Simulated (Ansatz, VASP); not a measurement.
## One calculation of SrAl4Bi2, two programs

```xyz
7
Lattice="-2.2416 2.2416 7.3107 2.2416 -2.2416 7.3107 2.2416 2.2416 -7.3107" Properties=species:S:1:pos:R:3 pbc="T T T"
Sr    0.0000    0.0000    0.0000
Al    0.0000    2.2416    0.0000
Al    2.2416    0.0000    0.0000
Al    0.0000    0.0000    2.2416
Al    0.0000    0.0000   12.3798
Bi    0.0000    0.0000    5.1726
Bi    0.0000    0.0000    9.4488
```

Alike in both runs: task single point; functional PBE; k mesh 6 × 6 × 6; occupations gaussian, width 0.1 eV; no spin polarisation.

|  | VASP | Ansatz |
| --- | --- | --- |
| version | VASP 6.6.1 | Ansatz 0.2.0 |
| potentials or method | VASP PAW PBE potentials, release 64 (Sr_sv, Al, Bi_d), cutoff 520 eV | scalar-relativistic, plane waves, PAW |
| valence electrons in the cell | 52 | 52 |

Ansatz gave:

```
gap on the k mesh at the Fermi level (eV) : none
rms of the force components (eV/Å)        : 1.601
```

Problem. Estimate VASP's values.

Solution. gap on the k mesh at the Fermi level (eV): none; rms of the force components (eV/Å): 1.602.

Atom by atom the forces differ by 0.005 eV/Å (rms over components). A gap of «none» marks a metal or a gap that the smearing closes.

Spin-orbit coupling is off throughout.
